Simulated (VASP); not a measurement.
The system is AlO.

```
Al O
1.0
     3.14370    0.00000    0.00000
    -1.57185    2.72253    0.00000
     0.00000    0.00000   10.51480
Al O
4 4
Direct
  0.33333 0.66667 0.12500
  0.66667 0.33333 0.62500
  0.33333 0.66667 0.37500
  0.66667 0.33333 0.87500
  0.00000 0.00000 0.00000
  0.00000 0.00000 0.50000
  0.66667 0.33333 0.25000
  0.33333 0.66667 0.75000
```

```yaml
Program: VASP 6.6.1
Task: relaxation of cell and atoms
Functional: PBE
Potentials_or_basis: VASP PAW PBE potentials, release 64 (Al, O)
Cutoff: 600 eV
k_mesh: 6 × 6 × 2
Occupations: gaussian, width 0.1 eV
Spin: no spin polarisation
```

At the start: pressure 0.8 GPa; volume 11.25 Å³/atom.

**Question.** How do energy, volume and symmetry change on relaxing?

**Answer.** Over 13 steps the energy falls by 57.6 meV/atom and the volume is 10.56 Å³/atom (-6.1 %); space group P6_3/mmc (No. 194, to 0.1 Å) before and after.

Step by step:
| step | energy change (eV) | largest force (eV/Å) | pressure (GPa) | volume (Å³) |
| --- | --- | --- | --- | --- |
| 1 | 0.0000 | 0.5668 | 0.77 | 89.99 |
| 2 | -0.0794 | 0.0259 | -0.97 | 90.68 |
| 3 | -0.0914 | 0.2610 | -1.83 | 91.05 |
| 4 | -0.1640 | 0.4080 | -0.93 | 89.55 |
| 5 | -0.3523 | 0.8882 | 1.56 | 84.83 |
| 6 | 1.2398 | 1.4495 | 15.74 | 74.51 |
| 7 | -0.3536 | 0.9532 | 1.81 | 84.41 |
| 8 | -0.3954 | 0.8143 | 1.34 | 84.08 |
| 9 | -0.4195 | 0.6080 | 0.78 | 83.59 |
| 10 | -0.4387 | 0.4527 | 0.67 | 83.79 |
| 11 | -0.4604 | 0.0408 | 0.48 | 84.33 |
| 12 | -0.4604 | 0.0294 | 0.47 | 84.34 |
| 13 | -0.4610 | 0.0198 | 0.14 | 84.50 |

Final structure:
```yaml
crystal:
  lattice:
    - [2.89145, 0.00000, 0.00000]
    - [-1.44572, 2.50407, 0.00000]
    - [0.00000, 0.00000, 11.67005]
  atoms:
    - { symbol: Al, position: [0.33333, 0.66667, 0.12388] }
    - { symbol: Al, position: [0.66667, 0.33333, 0.62388] }
    - { symbol: Al, position: [0.33333, 0.66667, 0.37612] }
    - { symbol: Al, position: [0.66667, 0.33333, 0.87612] }
    - { symbol: O, position: [0.00000, 0.00000, 0.00000] }
    - { symbol: O, position: [0.00000, 0.00000, 0.50000] }
    - { symbol: O, position: [0.66667, 0.33333, 0.25000] }
    - { symbol: O, position: [0.33333, 0.66667, 0.75000] }
```

Caveat: the k points lie up to 0.42 Å⁻¹ apart in the final cell, too coarse for converged energies and pressures of a metal.
